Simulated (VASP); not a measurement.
# HgH5 (P6/mmm) in VASP: a series of runs

Runs on HgH5. Level: PBE. Tasks: single point, relaxation of cell and atoms.

Everything below comes from runs of VASP 6.6.1. Logs are shortened: lines on timing, memory, paths and dates and some standing lists are left out, and cuts for length are marked.

### 1 The cell of the first run

Symmetry: P6/mmm, No. 191, hexagonal system. Conventional cell: a = 4.136 Å, b = 4.136 Å, c = 2.769 Å, α = 90.00°, β = 90.00°, γ = 120.00°. Within 3.2 Å of Hg (site symmetry 6/mmm) lie 18 H at 2.39 to 2.49 Å and 2 Hg at 2.77 Å. H (site symmetry mmm) has 8 H at 1.83 to 2.07 Å within 2.4 Å. Within 2.4 Å of H (site symmetry -6m2) lie 9 H at 1.83 to 2.39 Å and 3 Hg at 2.39 Å.

### 2 Single point, PBE

The input, INCAR:

```
SYSTEM = HgH5
ALGO     = Normal         ! electronic algorithm
EDIFF    = 1E-6           ! SCF threshold, eV
ENCUT    = 520            ! plane-wave cutoff, eV
GGA      = PE             ! functional
ISIF     = 2              ! what is computed and relaxed
ISMEAR   = 0              ! smearing method
LASPH    = .TRUE.         ! aspherical terms in the spheres
LCHARG   = .FALSE.        ! write CHGCAR
LREAL    = .FALSE.        ! projectors in reciprocal space
LWAVE    = .FALSE.        ! write WAVECAR
NBANDS   = 18             ! bands
NELM     = 100            ! most SCF steps
PREC     = Accurate       ! precision mode
SIGMA    = 0.1            ! smearing width, eV
```

The input, KPOINTS:

```
k-points
0
G
  12 12 14
  0 0 0
```

The input, POSCAR:

```
HgH5
1.0
    4.1359246776      0.0000000000      0.0000000000
   -2.0679623388      3.5818158389      0.0000000000
    0.0000000000      0.0000000000      2.7687406357
Hg H
1 5
Direct
    0.0000000000      0.0000000000      0.0000000000
    0.0000000000      0.5000000000      0.5000000000
    0.3333333333      0.6666666667      0.0000000000
    0.6666666667      0.3333333333      0.0000000000
    0.5000000000      0.0000000000      0.5000000000
    0.5000000000      0.5000000000      0.5000000000
```

Potentials or basis: VASP PAW PBE potentials, release 64 (Hg, H).

On the command line:

```console
$ cat potpaw_PBE.64/Hg/POTCAR potpaw_PBE.64/H/POTCAR > POTCAR
$ mpirun -np 1 vasp_std > vasp.out
```

OUTCAR:

```text
SYSTEM = HgH5
   EDIFF = 1E-6
   ENCUT = 520
   GGA = PE
   ISIF = 2
   ISMEAR = 0
   LASPH = .TRUE.
   LREAL = .FALSE.
   NELM = 100
   PREC = Accurate

 ion  position               nearest neighbor table
   1  0.000  0.000  0.000-
   2  0.000  0.500  0.500-
   3  0.333  0.667  0.000-
   4  0.667  0.333  0.000-
   5  0.500  0.000  0.500-
   6  0.500  0.500  0.500-

  LATTYP: Found a hexagonal cell.
 ALAT       =     4.1359246776
 C/A-ratio  =     0.6694369099

  Lattice vectors:

 A1 = (   4.1359246776,   0.0000000000,   0.0000000000)
 A2 = (  -2.0679623388,   3.5818158389,   0.0000000000)
 A3 = (   0.0000000000,   0.0000000000,   2.7687406357)

Analysis of symmetry for initial positions (statically):
=====================================================================
 Subroutine PRICEL returns:
 Original cell was already a primitive cell.

 Routine SETGRP: Setting up the symmetry group for a
 hexagonal supercell.

 Subroutine GETGRP returns: Found 24 space group operations
 (whereof 24 operations were pure point group operations)
 out of a pool of 24 trial point group operations.

The static configuration has the point symmetry D_6h.

Analysis of symmetry for dynamics (positions and initial velocities):
=====================================================================
 Subroutine PRICEL returns:
 Original cell was already a primitive cell.

 Routine SETGRP: Setting up the symmetry group for a
 hexagonal supercell.

 Subroutine GETGRP returns: Found 24 space group operations
 (whereof 24 operations were pure point group operations)
 out of a pool of 24 trial point group operations.

The dynamic configuration has the point symmetry D_6h.

 Subroutine INISYM returns: Found 24 space group operations
 (whereof 24 operations are pure point group operations),
 and found     1 'primitive' translations

----------------------------------------------------------------------------------------

                                     Primitive cell

  volume of cell :      41.0165

  direct lattice vectors                    reciprocal lattice vectors
     4.135924678  0.000000000  0.000000000     0.241783900  0.139594000  0.000000000
    -2.067962339  3.581815839  0.000000000     0.000000000  0.279188000  0.000000000
     0.000000000  0.000000000  2.768740636     0.000000000  0.000000000  0.361175036

  length of vectors
     4.135924678  4.135924678  2.768740636     0.279188000  0.279188000  0.361175036

  position of ions in fractional coordinates (direct lattice)
     0.000000000  0.000000000  0.000000000
     0.000000000  0.500000000  0.500000000
     0.333333333  0.666666667  0.000000000
     0.666666667  0.333333333  0.000000000
     0.500000000  0.000000000  0.500000000
     0.500000000  0.500000000  0.500000000

  ion indices of the primitive-cell ions
   primitive index   ion index
                 1           1
                 2           2
                 3           3
                 4           4
                 5           5
                 6           6

----------------------------------------------------------------------------------------

 KPOINTS: k-points

Automatic generation of k-mesh.
 Grid dimensions read from file:
 generate k-points for:   12   12   14

 Generating k-lattice:

  Cartesian coordinates                     Fractional coordinates (reciprocal lattice)
     0.020148658  0.011632833  0.000000000     0.083333333  0.000000000  0.000000000
     0.000000000  0.023265667  0.000000000     0.000000000  0.083333333  0.000000000
     0.000000000  0.000000000  0.025798217     0.000000000  0.000000000  0.071428571

  Length of vectors
     0.023265667  0.023265667  0.025798217

  Shift w.r.t. Gamma in fractional coordinates (k-lattice)
     0.000000000  0.000000000  0.000000000

 Subroutine IBZKPT returns following result:
 ===========================================

 Found    152 irreducible k-points:

 Following reciprocal coordinates:
            Coordinates               Weight
  0.000000  0.000000  0.000000      1.000000
  0.083333  0.000000  0.000000      6.000000
  0.166667  0.000000  0.000000      6.000000
  0.250000  0.000000  0.000000      6.000000
  0.333333  0.000000  0.000000      6.000000
  0.416667  0.000000  0.000000      6.000000
[... 16 lines left out ...]
  0.250000  0.000000  0.071429     12.000000
  0.333333  0.000000  0.071429     12.000000
 [... further k-points ...]
   k-points           NKPTS =    152   k-points in BZ     NKDIM =    152   number of bands    NBANDS=     18
   number of dos      NEDOS =    301   number of ions     NIONS =      6
   total plane-waves  NPLWV =  24576
   dimension x,y,z NGX =    32 NGY =   32 NGZ =   24
   dimension x,y,z NGXF=    64 NGYF=   64 NGZF=   48
   ions per type =               1   5
   NGX,Y,Z   is equivalent  to a cutoff of  12.86, 12.86, 14.41 a.u.
   NGXF,Y,Z  is equivalent  to a cutoff of  25.73, 25.73, 28.82 a.u.
 SYSTEM =  HgH5
   PREC   = accura    normal or accurate (medium, high low for compatibility)
   ISTART =      0    job   : 0-new  1-cont  2-samecut
   ICHARG =      2    charge: 1-file 2-atom 10-const
   ISPIN  =      1    spin polarized calculation?
   LNONCOLLINEAR =      F non collinear calculations
   LSORBIT =      F    spin-orbit coupling
   LASPH  =      T    aspherical Exc in radial PAW
   ENCUT  =  520.0 eV  38.22 Ry    6.18 a.u.   7.69  7.69  5.15*2*pi/ulx,y,z
   NELM   =    100;   NELMIN=  2; NELMDL= -5     # of ELM steps
   EDIFF  = 0.1E-05   stopping-criterion for ELM
   LREAL  =      F    real-space projection
   EDIFFG = 0.1E-04   stopping-criterion for IOM
   NSW    =      0    number of steps for IOM
   IBRION =     -1    ionic relax: 0-MD 1-quasi-New 2-CG
   NFREE  =      0    steps in history (QN), initial steepest desc. (CG)
   ISIF   =      2    stress and relaxation
   ISYM   =      2    0-nonsym 1-usesym 2-fastsym
   POTIM  = 0.5000    time-step for ionic-motion
   TEBEG  =    0.0;   TEEND  =   0.0 temperature during run
   PSTRESS=    0.0 pullay stress
   NELECT =      17.0000    total number of electrons
   NUPDOWN=      -1.0000    fix difference up-down
   EMIN   =  10.00;   EMAX   =-10.00  energy-range for DOS
   EFERMI =   0.00;   METHOD = LEGACY
   ISMEAR =     0;   SIGMA  =   0.10  broadening in eV -4-tet -1-fermi 0-gaus
   EFERMI_NEDOS =   21; number of points for ismear=-14 and -15
   IALGO  =     38    algorithm
   IMIX   =      4    mixing-type and parameters
     AMIX     =   0.40;   BMIX     =  1.00
     AMIX_MAG =   1.60;   BMIX_MAG =  1.00
  volume/ion in A,a.u.               =       6.84        46.13
  Fermi-wavevector in a.u.,A,eV,Ry     =   1.220595  2.306591 20.270685  1.489853
  Thomas-Fermi vector in A             =   2.355807
   LORBIT       =      0    0 simple, 1 ext, 2 COOP (PROOUT), +10 PAW based schemes
   GGA     = PE    functional components
   LHFCALC =     F    Hartree Fock is set to
   AEXX    =    0.0000 exact exchange contribution
   IVDW    =     0    specifies the selected vdW correction
   LEPSILON=     F    determine dielectric tensor
   LRPA    =     F    only Hartree local field effects (RPA)
 non-spin polarized calculation
 Gauss-broadening in eV      SIGMA  =   0.10
  energy-cutoff  :      520.00
  volume of cell :       41.02
 maximum number of plane-waves:      1132
 NGX is ok and might be reduce to    32
   NGX = 15   NGY = 15   NGZ = 11

 number of electron      17.0000000 magnetization

 Free energy of the ion-electron system (eV)
  ---------------------------------------------------
  ext. energy  EPLUGINS =         0.00000000
  ---------------------------------------------------
  free energy    TOTEN  =        -9.31554487 eV

  energy without entropy =       -9.30926714  energy(sigma->0) =       -9.31240601

 E-fermi :   2.2545     XC(G=0): -10.8193

 val. band max:        2.2451890308   @ k =   0.2500   0.0833   0.0714
 cond. band min:       2.2604797709   @ k =   0.0833   0.0833   0.2857
 fundamental gap:      0.0152907401
 Fermi energy:         2.2545332987

 k-point     1 :       0.0000    0.0000    0.0000
  band No.  band energies     occupation
      1      -9.4843      2.00000
      2      -6.5737      2.00000
      3      -5.2876      2.00000
      4      -5.2876      2.00000
      5      -3.9806      2.00000
      6      -3.9806      2.00000
[... 10 lines left out ...]
     17      20.8265      0.00000
     18      23.4296      0.00000

 k-point     2 :       0.0833    0.0000    0.0000
  band No.  band energies     occupation
      1      -9.3994      2.00000
      2      -6.5703      2.00000
      3      -5.3484      2.00000
      4      -5.2527      2.00000
      5      -3.9849      2.00000
      6      -3.9816      2.00000
[... 10 lines left out ...]
     17      21.2019      0.00000
     18      22.8815      0.00000

 k-point     3 :       0.1667    0.0000    0.0000
  band No.  band energies     occupation
      1      -9.1475      2.00000
      2      -6.5615      2.00000
      3      -5.5113      2.00000
      4      -5.1530      2.00000
      5      -3.9965      2.00000
      6      -3.9844      2.00000
[... 10 lines left out ...]
     17      21.6612      0.00000
     18      21.7188      0.00000

 k-point     4 :       0.2500    0.0000    0.0000
  band No.  band energies     occupation
      1      -8.7397      2.00000
      2      -6.5509      2.00000
      3      -5.7344      2.00000
      4      -5.0047      2.00000
      5      -4.0124      2.00000
      6      -3.9881      2.00000
[... 375 lines left out ...]
      4      -5.1286      2.00000
      5      -4.0924      2.00000
      6      -4.0808      2.00000
[... 10 lines left out ...]
     17      20.7596      0.00000
     18      22.7007      0.00000

 k-point    23 :       0.2500    0.0000    0.0714
  band No.  band energies     occupation
      1      -8.6353      2.00000
      2      -6.4323      2.00000
      3      -5.6980      2.00000
      4      -4.9850      2.00000
      5      -4.1097      2.00000
      6      -4.0893      2.00000
[... 10 lines left out ...]
     17      20.6948      0.00000
     18      21.3174      0.00000

 k-point    24 :       0.3333    0.0000    0.0714
  band No.  band energies     occupation
      1      -8.0987      2.00000
      2      -6.4264      2.00000
      3      -5.9488      2.00000
      4      -4.8238      2.00000
      5      -4.1219      2.00000
      6      -4.1000      2.00000
[... 10 lines left out ...]
     17      19.4712      0.00000
     18      19.7078      0.00000

 [... further k-points ...]

------------------------ aborting loop because EDIFF is reached ----------------------------------------

  FORCE on cell =-STRESS in cart. coord.  units (eV):
  Direction    XX          YY          ZZ          XY          YZ          ZX
  --------------------------------------------------------------------------------------
  -------------------------------------------------------------------------------------
  Total        0.0811267      0.0811267      0.1619893     -0.0000000      0.0000000      0.0000000
  in kB        3.1689554      3.1689554      6.3275956     -0.0000000      0.0000000      0.0000000
  external PRESSURE =       4.2218355 kB  Pullay stress =       0.0000000 kB

 VOLUME and BASIS-vectors are now :
 -----------------------------------------------------------------------------
  energy-cutoff  :      520.00
  volume of cell :       41.02
      direct lattice vectors                 reciprocal lattice vectors
     4.135924678  0.000000000  0.000000000     0.241783900  0.139594000  0.000000000
    -2.067962339  3.581815839  0.000000000     0.000000000  0.279188000  0.000000000
     0.000000000  0.000000000  2.768740636     0.000000000  0.000000000  0.361175036

 POSITION                                       TOTAL-FORCE (eV/Angst)
 -----------------------------------------------------------------------------------
      0.00000      0.00000      0.00000         0.000000      0.000000      0.000000
     -1.03398      1.79091      1.38437        -0.000000      0.000000      0.000000
     -0.00000      2.38788      0.00000         0.000000      0.000000      0.000000
      2.06796      1.19394      0.00000        -0.000000      0.000000     -0.000000
      2.06796      0.00000      1.38437        -0.000000      0.000000      0.000000
      1.03398      1.79091      1.38437         0.000000      0.000000      0.000000
 -----------------------------------------------------------------------------------
    total drift:                                0.000000     -0.000000     -0.000000

  FREE ENERGIE OF THE ION-ELECTRON SYSTEM (eV)
  ---------------------------------------------------
  free  energy   TOTEN  =        -9.3155448670 eV

  energy  without entropy=       -9.3092671438  energy(sigma->0) =       -9.31240601
```

It took 40 s on 1 thread of Intel Xeon 6975P-C (Granite Rapids), shared host; peak memory 0.23 GiB.

Results:

```
Free energy : -9.3155 eV
Pressure    : 0.4 GPa
```

Levels at points of the mesh, in eV from the Fermi level:
```tsv
k point	band 4	band 5	band 6	band 7	band 8	band 9	band 10	band 11	band 12	band 13
(0.00, 0.00, 0.00)	-7.54	-6.24	-6.24	-1.72	0.27	0.27	1.77	3.22	3.22	5.08
(0.50, 0.00, 0.00)	-6.90	-6.30	-6.25	-6.15	-2.54	-1.28	4.49	4.67	8.04	11.61
(0.00, 0.00, 0.50)	-6.92	-6.92	-6.80	-3.68	0.20	0.63	0.63	5.90	6.20	8.39
(0.50, 0.00, 0.50)	-6.66	-6.08	-4.10	-3.63	-2.52	-1.54	1.12	2.33	3.14	5.34
```

Caveat: spin-orbit coupling is left out, which moves the levels of the heavy elements.

### 3 Relaxation of cell and atoms, PBE

This run uses another cell than the first one, of 6.81 Å³/atom, 0.995 times its volume.

The input, INCAR:

```
  PREC = Accurate
  ENCUT = 600
  EDIFF = 1E-6
  ISMEAR = 0
  SIGMA = 0.1
  LREAL = False
  LASPH = True
  NELM = 100
  ALGO = Normal
  ISIF = 3
  LWAVE = False
  LCHARG = False
  GGA = PE
  IBRION = 2
  NSW = 100
  EDIFFG = -0.01
```

The input, KPOINTS:

```
regular mesh
0
Gamma
  12 12 14
```

POSCAR: that of step 2 with these lines changed.

```diff
@@ -2,5 +2,5 @@
 1.0
-    4.1359246776      0.0000000000      0.0000000000
-   -2.0679623388      3.5818158389      0.0000000000
-    0.0000000000      0.0000000000      2.7687406357
+    4.0858701984      0.0000000000      0.0000000000
+   -2.0429350992      3.5384673884      0.0000000000
+    0.0000000000      0.0000000000      2.8241726983
 Hg H
```

Potentials or basis: VASP PAW PBE potentials, release 64 (Hg, H).

On the command line:

```console
$ cat potpaw_PBE.64/Hg/POTCAR potpaw_PBE.64/H/POTCAR > POTCAR
$ mpirun -np 1 vasp_std > vasp.out
```

Wall time 3.5 min (1 thread of Intel Xeon 6975P-C (Granite Rapids), shared host); peak memory 0.27 GiB.

The run converged. Its results:

- Free energy: -9.3164 eV
- Relaxed volume: 6.89 Å³/atom
- Relaxed cell: a = 4.144 Å, b = 4.144 Å, c = 2.778 Å, α = 90.00°, β = 90.00°, γ = 120.00°
- Space group after relaxing (to 0.05 Å): P6/mmm (No. 191)
- Energy gained by relaxing: 0.8 meV/atom
- Ionic steps: 11
- Pressure after relaxing: -0.1 GPa

Step by step:
```
step  energy change (eV)  largest force (eV/Å)  pressure (GPa)  volume (Å³)
   1              0.0000                0.0000            0.46        40.83
   2             -0.0005                0.0000            0.22        40.95
   3             -0.0011                0.0000           -0.14        41.14
   4             -0.0012                0.0000           -0.78        41.53
   5             -0.0014                0.0000           -0.43        41.35
   6             -0.0019                0.0000           -0.48        41.36
   7             -0.0035                0.0000           -0.39        41.40
   8             -0.0042                0.0000           -0.24        41.47
   9             -0.0046                0.0000           -0.33        41.44
  10             -0.0046                0.0000           -0.33        41.45
  11             -0.0047                0.0000           -0.07        41.31
```

Final structure:
```
Hg H
1.0
     4.14364    0.00000    0.00000
    -2.07182    3.58850    0.00000
     0.00000    0.00000    2.77846
Hg H
1 5
Direct
  0.00000 0.00000 0.00000
  0.00000 0.50000 0.50000
  0.33333 0.66667 0.00000
  0.66667 0.33333 0.00000
  0.50000 0.00000 0.50000
  0.50000 0.50000 0.50000
```

Levels at points of the mesh, in eV from the Fermi level:
```
           k point  band 6  band 7  band 8  band 9  band 10  band 11
(0.00, 0.00, 0.00)   -6.23   -1.70    0.27    0.27     1.75     3.24
(0.50, 0.00, 0.00)   -6.24   -6.12   -2.51   -1.27     4.45     4.63
(0.00, 0.00, 0.50)   -6.76   -3.69    0.20    0.63     0.63     5.88
(0.50, 0.00, 0.50)   -4.08   -3.61   -2.52   -1.56     1.11     2.29
```

Caveat: spin-orbit coupling is left out, which moves the levels of the heavy elements.

### 4 Single point, PBE

This run uses another cell than the first one, of 6.81 Å³/atom, 0.995 times its volume.

The input, INCAR:

```
PREC = Accurate ; ENCUT = 520
EDIFF = 1E-7 ; ISMEAR = 0
SIGMA = 0.1 ; LREAL = F
LASPH = T ; NELM = 60
ALGO = Normal ; ISIF = 2
LWAVE = F ; LCHARG = F
GGA = PE ; NBANDS = 18
```

The input, KPOINTS:

```
regular mesh
0
Gamma
  6 6 6
```

POSCAR is that of step 3.

On the command line:

```console
$ cat potpaw_PBE.64/Hg/POTCAR potpaw_PBE.64/H/POTCAR > POTCAR
$ mpirun -np 1 vasp_std > vasp.out
```

Wall time 12 s (1 thread of Intel Xeon Platinum 8488C (Sapphire Rapids), shared host); peak memory 0.16 GiB.

It converged, with:

| Item | Value |
| --- | --- |
| Free energy | -9.3318 eV |
| Pressure | 0.1 GPa |

Stress tensor (GPa, compression positive):
```
-0.13  0.00  0.00
 0.00 -0.13  0.00
 0.00  0.00  0.67
```

Levels at points of the mesh, in eV from the Fermi level:
| k point | band 6 | band 7 | band 8 | band 9 | band 10 | band 11 |
| --- | --- | --- | --- | --- | --- | --- |
| (0.00, 0.00, 0.00) | -6.29 | -1.57 | 0.48 | 0.48 | 2.12 | 3.49 |
| (0.50, 0.00, 0.00) | -6.31 | -6.08 | -2.37 | -1.04 | 4.22 | 4.63 |
| (0.00, 0.00, 0.50) | -6.95 | -3.89 | 0.19 | 0.71 | 0.71 | 6.11 |
| (0.50, 0.00, 0.50) | -4.29 | -3.72 | -2.53 | -1.70 | 1.21 | 2.26 |

Caveat: the k points lie up to 0.37 Å⁻¹ apart; spin-orbit coupling is left out, which moves the levels of the heavy elements.

(Part 1 of 2 ends here.)
